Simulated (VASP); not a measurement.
**TaN: single point with PBE**

TaN:

```
Ta N
1.0
     5.19600    0.00000    0.00000
    -2.59800    4.49987    0.00000
     0.00000    0.00000    2.91100
Ta N
3 3
Direct
  0.33333 0.66667 0.50000
  0.66667 0.33333 0.50000
  0.00000 0.00000 0.00000
  0.39285 0.00000 0.00000
  0.60715 0.60715 0.00000
  0.00000 0.39285 0.00000
```

```json
{
 "Program": "VASP 6.6.1",
 "Task": "single point",
 "Functional": "PBE",
 "Potentials or basis": "VASP PAW PBE potentials, release 64 (Ta_pv, N)",
 "Cutoff": "520 eV",
 "k mesh": "6 × 6 × 8",
 "Occupations": "gaussian, width 0.05 eV",
 "Spin": "no spin polarisation"
}
```

* Pressure: 5.6 GPa
* Largest force: 0.029 eV/Å
* Band gap on the k mesh: zero (band 24 reaches 10.25 eV, above the bottom of band 25 at 7.13 eV)

Forces in eV/Å, atoms in the order of the input:
```
Ta   0.000  0.000  0.000
Ta   0.000  0.000  0.000
Ta   0.000  0.000  0.000
N    0.029  0.000  0.000
N   -0.015 -0.025  0.000
N   -0.015  0.025  0.000
```

Stress tensor (GPa, compression positive):
```
6.24 0.00 0.00
0.00 6.24 0.00
0.00 0.00 4.44
```

Levels at points of the mesh, in eV from the Fermi level:
```csv
k point,band 20,band 21,band 22,band 23,band 24,band 25,band 26,band 27,band 28,band 29
"(0.00, 0.00, 0.00)",-5.18,-4.44,-3.50,-2.08,-1.08,-1.08,0.43,0.43,1.67,1.76
"(0.50, 0.00, 0.00)",-4.77,-4.06,-4.05,-3.01,-2.79,1.04,1.65,1.76,2.25,2.27
"(0.00, 0.00, 0.50)",-4.65,-4.50,-3.04,-3.04,1.75,1.75,1.81,2.05,2.05,3.11
"(0.50, 0.00, 0.50)",-4.88,-4.18,-3.42,-2.13,-1.11,0.35,1.22,3.09,3.16,3.21
```

It took 76 s on 1 thread of Intel(R) Xeon(R) Platinum 8375C CPU @ 2.90GHz (Ice Lake) (shared host), peak memory 0.21 GiB.

Caveat: spin-orbit coupling is left out, which moves the levels of the heavy elements.
